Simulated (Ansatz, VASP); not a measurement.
## Two plane-wave programs on InCuO

INCAR

```
ALGO = Normal
EDIFF = 1E-7
EDIFFG = -0.08
ENCUT = 600
GGA = PE
IBRION = 2
ISIF = 3
ISMEAR = 0
ISPIN = 2
LASPH = True
LCHARG = False
LMAXMIX = 4
LORBIT = 11
LREAL = False
LWAVE = False
MAGMOM = 0 0 1 1 0 0
NELM = 150
NSW = 36
PREC = Accurate
SIGMA = 0.15
```

Contents of KPOINTS:

```
k-points
0
Gamma
  3 3 2
```

The input POSCAR:

```
InCuO
1.0
    3.9000000000      0.0000000000      0.0000000000
    0.0000000000      3.9000000000      0.0000000000
    0.0000000000      0.0000000000      5.9000000000
In Cu O
2 2 2
Direct
    0.0000000000      0.5000000000      0.8000000000
    0.5000000000      0.0000000000      0.2000000000
    0.5000000000      0.5000000000      0.5000000000
    0.0000000000      0.0000000000      0.5000000000
    0.5000000000      0.5000000000      0.0000000000
    0.0000000000      0.0000000000      0.0000000000
```

Input for Ansatz:

```yaml
crystal:
  lattice:
    - [3.9, 0.0, 0.0]
    - [0.0, 3.9, 0.0]
    - [0.0, 0.0, 5.9]
  atoms:
    - { symbol: In, position: [0.0, 0.5, 0.8] }
    - { symbol: In, position: [0.5, 0.0, 0.2] }
    - { symbol: Cu, position: [0.5, 0.5, 0.5], spin: 1.0 }
    - { symbol: Cu, position: [0.0, 0.0, 0.5], spin: 1.0 }
    - { symbol: O, position: [0.5, 0.5, 0.0] }
    - { symbol: O, position: [0.0, 0.0, 0.0] }
basis:
  ecutwfc: 420
kpoints:
  mp_grid: { grid: [3, 3, 2] }
hamiltonian:
  xc: pbe
scf:
  occupations: { method: gaussian, width: 0.15 }
  lower_state_search: "off"
output:
  forces: true
  stress: true
  eigenvalues: true
  populations: true
magnetization:
  spin_polarized: true
relax:
  adjacent_minimum: "off"
  f_tol: 0.08
  max_steps: 16
  cell: { stress_tol: 0.8 }
```

Alike in both runs: task relaxation of cell and atoms; functional PBE; k mesh 3 × 3 × 2; occupations gaussian, width 0.15 eV; collinear spin.

|  | VASP | Ansatz |
| --- | --- | --- |
| version | VASP 6.6.1 | Ansatz 0.2.0 |
| potentials or method | VASP PAW PBE potentials, release 64 (In_d, Cu, O), cutoff 600 eV | scalar-relativistic, plane waves, PAW |
| valence electrons in the cell | 60 | 76 |

|  | VASP | Ansatz | Ansatz less VASP |
| --- | --- | --- | --- |
| gap on the k mesh at the Fermi level, each at its own relaxed structure (eV) | none | none | - |
| net moment per atom (μB) | 0.00 | 0.00 | 0.000 |
| relaxed volume (Å³/atom) | 15.38 | 15.24 | -0.143 |
| relaxed cell length with the largest relative difference (Å) | 6.288 | 6.254 | -0.0337 |

A gap of «none» marks a metal or a gap that the smearing closes. VASP's potentials hold 60 valence electrons a cell and Ansatz's 76, so a difference there can come from the potentials and not from the codes. Ansatz's warnings: seeded moment not kept.

The k mesh is coarse, so the values compare programs but aren't converged.
